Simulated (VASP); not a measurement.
Runs of VASP 6.6.1 on Ge. The structure is that of space group I4_1/amd (No. 141), or close to it. The cells are those of the table. 

| cell | gap on the mesh (eV) | pressure (GPa) |
| --- | --- | --- |
| a = 3.772, b = 3.772, c = 5.911 Å, 4 atoms | none | 7.1 |
| a = 3.962, b = 3.962, c = 6.015 Å, 4 atoms | none | (b) |
| a = 3.953, b = 3.953, c = 6.015 Å, 4 atoms | none | -1.8 |
| a = 3.772, b = 3.772, c = 5.879 Å, 4 atoms | 0.02 | (a) |

Alike in all rows: task single point; level r2SCAN; potentials or basis VASP PAW PBE potentials, release 64 (Ge_d); no spin polarisation; k mesh 10 × 10 × 6; cutoff (eV) 520; smearing gaussian 0.02 eV.

Q: Fill in the values left out.

A: (a) 7.7; (b) -2.1.

Caveats: the PAW data sets were made with another functional, which shifts forces and pressure a little.

A k mesh can miss the band edges, and the runs leave out spin-orbit coupling on Ge.

A gap of «none» marks levels without a gap at the run's occupations.
